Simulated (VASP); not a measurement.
Input of a VASP 6.6.1 run:

The input INCAR:

```
ALGO     = Normal         # electronic algorithm
EDIFF    = 1E-6           # SCF threshold, eV
ENCUT    = 500            # plane-wave cutoff, eV
GGA      = PE             # functional
GGA_COMPAT= False        
ISIF     = 2              # what is computed and relaxed
ISMEAR   = 0              # smearing method
LASPH    = True           # aspherical terms in the spheres
LCHARG   = False          # write CHGCAR
LREAL    = False          # projectors in reciprocal space
LWAVE    = False          # write WAVECAR
NBANDS   = 43             # bands
NELM     = 120            # most SCF steps
PREC     = Accurate       # precision mode
SIGMA    = 0.01           # smearing width, eV
```

KPOINTS

```
k-points
0
Gamma
  1 1 1
```

POSCAR

```
Si
1.0
   10.8600000000      0.0000000000      0.0000000000
    0.0000000000      5.4300000000      0.0000000000
    0.0000000000      0.0000000000      5.4300000000
Si
15
Direct
    0.0005740000      0.9966860000      0.9921590000
    0.0028620000      0.5036580000      0.5014090000
    0.2539240000      0.0032970000      0.4986950000
    0.1204690000      0.2497770000      0.2512250000
    0.1247400000      0.7467910000      0.7517610000
    0.3744750000      0.2449760000      0.7545420000
    0.3679700000      0.7566100000      0.2540310000
    0.5017240000      0.9954420000      0.9968840000
    0.5043080000      0.4982360000      0.5079880000
    0.7511870000      0.9969860000      0.4993270000
    0.7489650000      0.5033010000      0.0024170000
    0.6236760000      0.2419470000      0.2570220000
    0.6274030000      0.7549770000      0.7402560000
    0.8762100000      0.2501360000      0.7411620000
    0.8705500000      0.7615670000      0.2525200000
```

Potentials or basis: VASP PAW PBE potentials, release 64 (Si).

Command:

```sh
$ cat potpaw_PBE.64/Si/POTCAR > POTCAR
$ mpirun -np 1 vasp_gam > vasp.out
```

(1) Predict the largest force.

(2) Predict the pressure.

## Answers

(1) 1.282 eV/Å.

(2) 2.4 GPa.

Caveat: the k points lie up to 1.16 Å⁻¹ apart, too coarse for converged energies, forces and pressures; forces of over 1 eV/Å act on the atoms, so gaps and moduli don't describe the material at rest.
